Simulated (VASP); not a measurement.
# ZnSe (F-43m) in VASP: G0W0 quasiparticle levels with PBE

Aim: the G0W0 quasiparticle levels of ZnSe with PBE.

All numbers are computed with VASP 6.6.1; they aren't measurements. Logs are shortened: lines on timing, memory, paths and dates and some standing lists are left out, and cuts for length are marked.

### 1 The cell of the first run

Symmetry: F-43m, No. 216, cubic system. The conventional cell has a = 5.668 Å, b = 5.668 Å, c = 5.668 Å, α = 90.00°, β = 90.00°, γ = 90.00°. Zn (site symmetry -43m) has 4 Se at 2.45 Å within 3.2 Å. Within 3.2 Å of Se (site symmetry -43m) lie 4 Zn at 2.45 Å.

### 2 G0W0 quasiparticle levels, PBE

POSCAR reads:

```
ZnSe
1.0
    0.0000000000      2.8338000000      2.8338000000
    2.8338000000      0.0000000000      2.8338000000
    2.8338000000      2.8338000000      0.0000000000
Zn Se
1 1
Direct
    0.0000000000      0.0000000000      0.0000000000
    0.2500000000      0.2500000000      0.2500000000
```

INCAR.step1 reads:

```
SYSTEM = ZnSe
PREC     = Accurate       ! precision mode
ENCUT    = 500            ! plane-wave cutoff, eV
EDIFF    = 1E-8           ! SCF threshold, eV
ISMEAR   = 0              ! smearing method
SIGMA    = 0.01           ! smearing width, eV
LREAL    = .FALSE.        ! projectors in reciprocal space
LASPH    = .TRUE.         ! aspherical terms in the spheres
NELM     = 100            ! most SCF steps
ALGO     = Normal         ! electronic algorithm
LWAVE    = .TRUE.         ! write WAVECAR
LCHARG   = .FALSE.        ! write CHGCAR
GGA      = PE             ! functional
```

INCAR.step2 reads:

```
SYSTEM = ZnSe
PREC     = Accurate       ! precision mode
ENCUT    = 500            ! plane-wave cutoff, eV
EDIFF    = 1E-8           ! SCF threshold, eV
ISMEAR   = 0              ! smearing method
SIGMA    = 0.01           ! smearing width, eV
LREAL    = .FALSE.        ! projectors in reciprocal space
LASPH    = .TRUE.         ! aspherical terms in the spheres
NELM     = 1              ! most SCF steps
ALGO     = Exact          ! electronic algorithm
LWAVE    = .TRUE.         ! write WAVECAR
LCHARG   = .FALSE.        ! write CHGCAR
GGA      = PE             ! functional
NBANDS   = 69             ! bands
LOPTICS  = .TRUE.         ! frequency-dependent dielectric function
ISTART   = 1
```

INCAR.step3 reads:

```
SYSTEM = ZnSe
PREC     = Accurate       ! precision mode
ENCUT    = 500            ! plane-wave cutoff, eV
EDIFF    = 1E-8           ! SCF threshold, eV
ISMEAR   = 0              ! smearing method
SIGMA    = 0.01           ! smearing width, eV
LREAL    = .FALSE.        ! projectors in reciprocal space
LASPH    = .TRUE.         ! aspherical terms in the spheres
ALGO     = EVGW0          ! electronic algorithm
LWAVE    = .FALSE.        ! write WAVECAR
LCHARG   = .FALSE.        ! write CHGCAR
GGA      = PE             ! functional
NELMGW   = 1            
NBANDS   = 69             ! bands
ENCUTGW  = 80.0           ! cutoff of the response function
NOMEGA   = 48             ! frequency points
PRECFOCK = Fast         
ISTART   = 1            
NBANDSGW = 17
```

KPOINTS reads:

```
regular mesh
0
G
  3 3 3
  0 0 0
```

Potentials or basis: VASP PAW PBE potentials, release 64 (Zn_GW, Se_GW).

Command:

```console
$ cat potpaw_PBE.64/Zn_GW/POTCAR potpaw_PBE.64/Se_GW/POTCAR > POTCAR
$ cp INCAR.step1 INCAR
$ mpirun -np 1 vasp_std > vasp.out
$ cp INCAR.step2 INCAR
$ mpirun -np 1 vasp_std > vasp.out
$ cp INCAR.step3 INCAR
$ mpirun -np 1 vasp_std > vasp.out
```

OUTCAR:

```text
SYSTEM = ZnSe
   PREC = Accurate
   ENCUT = 500
   EDIFF = 1E-8
   ISMEAR = 0
   LREAL = .FALSE.
   LASPH = .TRUE.
   GGA = PE
   NELMGW = 1
   ENCUTGW = 80.0
   PRECFOCK = Fast
   ISTART = 1

 ion  position               nearest neighbor table
   1  0.000  0.000  0.000-   2 2.45   2 2.45   2 2.45   2 2.45
   2  0.250  0.250  0.250-   1 2.45   1 2.45   1 2.45   1 2.45

  LATTYP: Found a face centered cubic cell.
 ALAT       =     5.6676000000

  Lattice vectors:

 A1 = (   0.0000000000,   2.8338000000,   2.8338000000)
 A2 = (   2.8338000000,   0.0000000000,   2.8338000000)
 A3 = (   2.8338000000,   2.8338000000,   0.0000000000)

Analysis of symmetry for initial positions (statically):
=====================================================================
 Subroutine PRICEL returns:
 Original cell was already a primitive cell.

 Routine SETGRP: Setting up the symmetry group for a
 face centered cubic supercell.

 Subroutine GETGRP returns: Found 24 space group operations
 (whereof 24 operations were pure point group operations)
 out of a pool of 48 trial point group operations.

The static configuration has the point symmetry T_d .

Analysis of symmetry for dynamics (positions and initial velocities):
=====================================================================
 Subroutine PRICEL returns:
 Original cell was already a primitive cell.

 Routine SETGRP: Setting up the symmetry group for a
 face centered cubic supercell.

 Subroutine GETGRP returns: Found 24 space group operations
 (whereof 24 operations were pure point group operations)
 out of a pool of 48 trial point group operations.

The dynamic configuration has the point symmetry T_d .

 Subroutine INISYM returns: Found 24 space group operations
 (whereof 24 operations are pure point group operations),
 and found     1 'primitive' translations

----------------------------------------------------------------------------------------

                                     Primitive cell

  volume of cell :      45.5132

  direct lattice vectors                    reciprocal lattice vectors
     0.000000000  2.833800000  2.833800000    -0.176441527  0.176441527  0.176441527
     2.833800000  0.000000000  2.833800000     0.176441527 -0.176441527  0.176441527
     2.833800000  2.833800000  0.000000000     0.176441527  0.176441527 -0.176441527

  length of vectors
     4.007598393  4.007598393  4.007598393     0.305605690  0.305605690  0.305605690

  position of ions in fractional coordinates (direct lattice)
     0.000000000  0.000000000  0.000000000
     0.250000000  0.250000000  0.250000000

  ion indices of the primitive-cell ions
   primitive index   ion index
                 1           1
                 2           2

----------------------------------------------------------------------------------------

 KPOINTS: regular mesh

Automatic generation of k-mesh.
 Grid dimensions read from file:
 generate k-points for:    3    3    3

 Generating k-lattice:

  Cartesian coordinates                     Fractional coordinates (reciprocal lattice)
    -0.058813842  0.058813842  0.058813842     0.333333333  0.000000000  0.000000000
     0.058813842 -0.058813842  0.058813842     0.000000000  0.333333333  0.000000000
     0.058813842  0.058813842 -0.058813842     0.000000000  0.000000000  0.333333333

  Length of vectors
     0.101868563  0.101868563  0.101868563

  Shift w.r.t. Gamma in fractional coordinates (k-lattice)
     0.000000000  0.000000000  0.000000000

 Subroutine IBZKPT returns following result:
 ===========================================

 Found      4 irreducible k-points:

 Following reciprocal coordinates:
            Coordinates               Weight
  0.000000  0.000000  0.000000      1.000000
  0.333333  0.000000  0.000000      8.000000
  0.333333  0.333333  0.000000      6.000000
 -0.333333  0.333333  0.000000     12.000000
   k-points           NKPTS =      4   k-points in BZ     NKDIM =     27   number of bands    NBANDS=     69
   number of dos      NEDOS =    301   number of ions     NIONS =      2
   total plane-waves  NPLWV =  27000
   dimension x,y,z NGX =    30 NGY =   30 NGZ =   30
   dimension x,y,z NGXF=    60 NGYF=   60 NGZF=   60
   ions per type =               1   1
   NGX,Y,Z   is equivalent  to a cutoff of  12.44, 12.44, 12.44 a.u.
   NGXF,Y,Z  is equivalent  to a cutoff of  24.89, 24.89, 24.89 a.u.
 SYSTEM =  ZnSe
   PREC   = accura    normal or accurate (medium, high low for compatibility)
   ISTART =      1    job   : 0-new  1-cont  2-samecut
   ICHARG =      0    charge: 1-file 2-atom 10-const
   ISPIN  =      1    spin polarized calculation?
   LNONCOLLINEAR =      F non collinear calculations
   LSORBIT =      F    spin-orbit coupling
   LASPH  =      T    aspherical Exc in radial PAW
   ENCUT  =  500.0 eV  36.75 Ry    6.06 a.u.   7.31  7.31  7.31*2*pi/ulx,y,z
   NELM   =     60;   NELMIN=  2; NELMDL=  0     # of ELM steps
   EDIFF  = 0.1E-07   stopping-criterion for ELM
   LREAL  =      F    real-space projection
   EDIFFG = 0.1E-06   stopping-criterion for IOM
   NSW    =      0    number of steps for IOM
   IBRION =     -1    ionic relax: 0-MD 1-quasi-New 2-CG
   NFREE  =      0    steps in history (QN), initial steepest desc. (CG)
   ISIF   =      0    stress and relaxation
   ISYM   =      3    0-nonsym 1-usesym 2-fastsym
   POTIM  = 0.5000    time-step for ionic-motion
   TEBEG  =    0.0;   TEEND  =   0.0 temperature during run
   PSTRESS=    0.0 pullay stress
   NELECT =      18.0000    total number of electrons
   NUPDOWN=      -1.0000    fix difference up-down
   EMIN   =  10.00;   EMAX   =-10.00  energy-range for DOS
   EFERMI =   0.00;   METHOD = LEGACY
   ISMEAR =     0;   SIGMA  =   0.01  broadening in eV -4-tet -1-fermi 0-gaus
   EFERMI_NEDOS =   21; number of points for ismear=-14 and -15
   IALGO  =     38    algorithm
   IMIX   =      4    mixing-type and parameters
     AMIX     =   0.40;   BMIX     =  1.00
     AMIX_MAG =   1.60;   BMIX_MAG =  1.00
  volume/ion in A,a.u.               =      22.76       153.57
  Fermi-wavevector in a.u.,A,eV,Ry     =   1.201673  2.270834 19.647073  1.444019
  Thomas-Fermi vector in A             =   2.337476
   LORBIT       =      0    0 simple, 1 ext, 2 COOP (PROOUT), +10 PAW based schemes
   GGA     = PE    functional components
   LHFCALC =     T    Hartree Fock is set to
   PRECFOCK=fast      Normal, Fast or Accurate (Low or Medium for compatibility)
   ENCUT4O =  -1.0   cutoff for four orbital integrals eV
   NKREDX  =     1    reduce k-point grid by
   NKREDY  =     1    reduce k-point grid by
   NKREDZ  =     1    reduce k-point grid by
   AEXX    =    1.0000 exact exchange contribution
   HFSCREEN=    0.0000 screening length (either q_TF or 0.3 A-1)
   HFSCREENC=   0.0000 screening length for correlation (either q_TF or 0.3 A-1)
   ENCUTFOCK=  -1.0 apply spherical cutoff to Coloumb kernel
   IVDW    =     0    specifies the selected vdW correction
   LEPSILON=     F    determine dielectric tensor
   LRPA    =     F    only Hartree local field effects (RPA)
   LRPAFORCE           =     F    calculate RPA forces
   ENCUTGW             =  80.0    cutoff for response function in eV
   ENCUTGWSOFT         =  64.0    soft cutoff for Coulomb kernel in GW response function in eV
   ENCUTLF             =  -1.0    cutoff for local field effects
   NELMGW              =     1    number of iterations in solving QP/BSE equation
   NELMHF              =     1    number of iterations in the inner HF iteration
   NKREDLFX            =     1    NKREDLFY  =   1   NKREDLFZ  =   1
 non-spin polarized calculation
 Gauss-broadening in eV      SIGMA  =   0.01
  energy-cutoff  :      500.00
  volume of cell :       45.51
 maximum number of plane-waves:      1150
 NGX is ok and might be reduce to    30
  NGX = 16; NGY = 16; NGZ = 16
   NGX = 15   NGY = 15   NGZ = 15
 maximum number of plane-waves:        76
 NGX is ok and might be reduce to    14

 QP shifts <psi_nk| G(iteration)W_0 |psi_nk>: iteration 1
 for sc-GW calculations column KS-energies equals QP-energies in previous step
 and V_xc(KS)=  KS-energies - (<T + V_ion + V_H > + <T+V_H+V_ion>^1  + <V_x>^1)

 k-point   1 :       0.0000    0.0000    0.0000
  band No.  KS-energies  QP-energies   sigma(KS)   V_xc(KS)     V^pw_x(r,r')   Z            occupation Imag(sigma)

      1     -10.5023     -10.8274     -12.7990     -12.3080     -19.8306       0.6621       2.0000       1.1839
      2      -3.8972      -5.8323     -22.5758     -19.7028     -30.8865       0.6735       2.0000       0.2421
      3      -3.8972      -5.8323     -22.5758     -19.7028     -30.8865       0.6735       2.0000       0.2421
      4      -3.8972      -5.8323     -22.5758     -19.7028     -30.8865       0.6735       2.0000       0.2421
      5      -3.5371      -5.5978     -23.5349     -20.4941     -32.0178       0.6777       2.0000       0.2175
      6      -3.5371      -5.5978     -23.5349     -20.4941     -32.0178       0.6777       2.0000       0.2175
[... 9 lines left out ...]
     16      14.1447      14.4651      -9.8926     -10.3199      -4.9915       0.7499       0.0000      -0.2731
     17      15.7315      15.6282      -7.6992      -7.5619      -2.2369       0.7527       0.0000      -0.5236

 k-point   2 :       0.3333    0.0000    0.0000
  band No.  KS-energies  QP-energies   sigma(KS)   V_xc(KS)     V^pw_x(r,r')   Z            occupation Imag(sigma)

      1      -9.9288     -10.2174     -13.1573     -12.7266     -20.0666       0.6701       2.0000       1.0846
      2      -3.8272      -5.7844     -22.7313     -19.8377     -31.0660       0.6764       2.0000       0.2399
      3      -3.8272      -5.7844     -22.7313     -19.8377     -31.0660       0.6764       2.0000       0.2399
      4      -3.7243      -5.5813     -21.6909     -18.9588     -29.5962       0.6797       2.0000       0.2480
      5      -3.5304      -5.6008     -23.5528     -20.5110     -32.0487       0.6806       2.0000       0.2194
      6      -3.5304      -5.6008     -23.5528     -20.5110     -32.0487       0.6806       2.0000       0.2194
[... 9 lines left out ...]
     16      13.7326      13.9603      -9.3027      -9.6046      -4.3207       0.7539       0.0000      -0.2962
     17      18.1573      18.4950      -8.9326      -9.3833      -2.9833       0.7492       0.0000      -0.7083

 k-point   3 :       0.3333    0.3333    0.0000
  band No.  KS-energies  QP-energies   sigma(KS)   V_xc(KS)     V^pw_x(r,r')   Z            occupation Imag(sigma)

      1      -9.7349     -10.0117     -13.2914     -12.8765     -20.1595       0.6672       2.0000       1.0464
      2      -3.8865      -5.6839     -21.1770     -18.5246     -28.9453       0.6777       2.0000       0.2500
      3      -3.7226      -5.7137     -23.0162     -20.0796     -31.4110       0.6780       2.0000       0.2379
      4      -3.7226      -5.7137     -23.0162     -20.0796     -31.4110       0.6780       2.0000       0.2379
      5      -3.5329      -5.5630     -23.2286     -20.2403     -31.6305       0.6793       2.0000       0.2257
      6      -3.5013      -5.5833     -23.6216     -20.5740     -32.1296       0.6832       2.0000       0.2177
[... 9 lines left out ...]
     16      17.9371      18.2266      -8.6277      -9.0135      -2.8057       0.7504       0.0000      -0.6608
     17      19.3956      19.6129      -9.2441      -9.5287      -3.5022       0.7638       0.0000      -0.8163

 k-point   4 :      -0.3333    0.3333    0.0000
  band No.  KS-energies  QP-energies   sigma(KS)   V_xc(KS)     V^pw_x(r,r')   Z            occupation Imag(sigma)

      1      -9.4976      -9.7658     -13.5256     -13.1238     -20.3584       0.6676       2.0000       1.0007
      2      -3.7996      -5.7310     -22.3925     -19.5446     -30.5763       0.6782       2.0000       0.2401
      3      -3.7196      -5.7097     -23.0175     -20.0873     -31.4102       0.6792       2.0000       0.2371
      4      -3.5778      -5.6348     -23.4187     -20.3870     -31.9076       0.6785       2.0000       0.2260
      5      -3.5290      -5.6021     -23.5425     -20.5030     -32.0400       0.6820       2.0000       0.2199
      6      -3.3010      -5.2911     -23.1398     -20.2194     -31.4269       0.6814       2.0000       0.2343
[... 9 lines left out ...]
     16      18.2677      18.5040      -8.6496      -8.9649      -2.8506       0.7496       0.0000      -0.6760
     17      18.9635      19.0635      -8.3168      -8.4487      -2.5841       0.7580       0.0000      -0.7001
```

It took 20 s on 1 thread of Intel Xeon 6975P-C (Granite Rapids), shared host; peak memory 0.33 GiB.

What came out:

```yaml
Quasiparticle_gap: 2.34 eV
Least_direct_quasiparticle_gap: 2.34 eV
Band_gap_of_the_starting_levels_on_the_mesh: 1.24 eV
Least_direct_gap_of_the_starting_levels_on_the_mesh: 1.24 eV
```

Caveat: the k points lie up to 0.64 Å⁻¹ apart; bands, screening cutoff and mesh are small and nothing is extrapolated, so the quasiparticle values aren't converged.
